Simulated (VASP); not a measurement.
A run of VASP 6.6.1 is set up as follows.

INCAR

```
  PREC = Accurate
  ENCUT = 500
  EDIFF = 1E-7
  ISMEAR = 1
  SIGMA = 0.176
  LREAL = False
  LASPH = True
  NELM = 120
  ALGO = Normal
  ISIF = 3
  LWAVE = False
  LCHARG = False
  GGA = PE
  IVDW = 12
  IBRION = 2
  NSW = 100
  EDIFFG = -0.01
  ISYM = 0
  GGA_COMPAT = False
  NELMIN = 4
```

Contents of KPOINTS:

```
Automatic mesh
0
Gamma
  5 5 5
  0.5 0.5 0.5
```

The input POSCAR:

```
AgBr
1.0
    0.0000000000      2.8701500000      2.8701500000
    2.8701500000      0.0000000000      2.8701500000
    2.8701500000      2.8701500000      0.0000000000
Ag Br
1 1
Direct
    0.0000000000      0.0000000000      0.0000000000
    0.5000000000      0.5000000000      0.5000000000
```

Potentials or basis: VASP PAW PBE potentials, release 64 (Ag, Br).

Command:

```console
$ cat potpaw_PBE.64/Ag/POTCAR potpaw_PBE.64/Br/POTCAR > POTCAR
$ mpirun -np 1 vasp_std > vasp.out
```

**Question.** What does it give for the dispersion energy per atom?

**Answer.** -0.368 eV.

**Question.** Estimate the relaxed cell.

**Answer.** a = 4.051 Å, b = 4.051 Å, c = 4.051 Å, α = 60.00°, β = 60.00°, γ = 60.00°.

Step by step:
```csv
step,energy change (eV),largest force (eV/Å),pressure (GPa),volume (Å³)
1,0.0000,0.0000,-0.29,47.29
2,-0.0003,0.0000,0.00,47.00
```
